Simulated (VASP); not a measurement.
Wanted: the native input for a VASP 6.6.1 run.

* Task: single point
* Functional: BLYP
* Potentials or basis: VASP PAW PBE potentials, release 64 (Al)
* Cutoff: 500 eV
* k mesh: 13 × 13 × 13
* Occupations: fermi-dirac, width 0.15 eV
* Spin: no spin polarisation
* Dipole correction: no
* Further INCAR settings: ALGO = Normal; EDIFF = 1e-06; NBANDS = 8

The structure of Al lies in POSCAR:

```
Al
1.0
   -1.5912190000      1.5912190000      1.5912190000
    1.5912190000     -1.5912190000      1.5912190000
    1.5912190000      1.5912190000     -1.5912190000
Al
1
Direct
    0.0000000000      0.0000000000      0.0000000000
```

This isn't the form of Al at room conditions, which is fcc.

One way to write it, as run:

INCAR

```
PREC = Accurate ; ENCUT = 500
EDIFF = 1E-6 ; ISMEAR = -1
SIGMA = 0.15 ; LREAL = F
LASPH = T ; NELM = 120
ALGO = Normal ; ISIF = 2
LWAVE = F ; LCHARG = F
GGA = B5 ; ALDAX = 1.0
AGGAX = 1.0 ; AGGAC = 1.0
ALDAC = 0.0 ; NBANDS = 8
GGA_COMPAT = F
```

KPOINTS

```
regular mesh
0
Gamma
  13 13 13
```

Potentials or basis: VASP PAW PBE potentials, release 64 (Al).

Launch:

```console
$ cat potpaw_PBE.64/Al/POTCAR > POTCAR
$ mpirun -np 1 vasp_std > vasp.out
```

Results of the run:

| Quantity | Value |
| --- | --- |
| Pressure | 7.6 GPa |
| Band gap on the k mesh | zero (an odd number of electrons rules out a gap without spin polarisation) |

Caveat: the cell stands under pressure; the PAW data sets were made with another functional, which shifts forces and pressure a little.

Run time: 20 s on 1 thread of Intel Xeon 8259CL, on a shared host, peak memory 0.12 GiB.
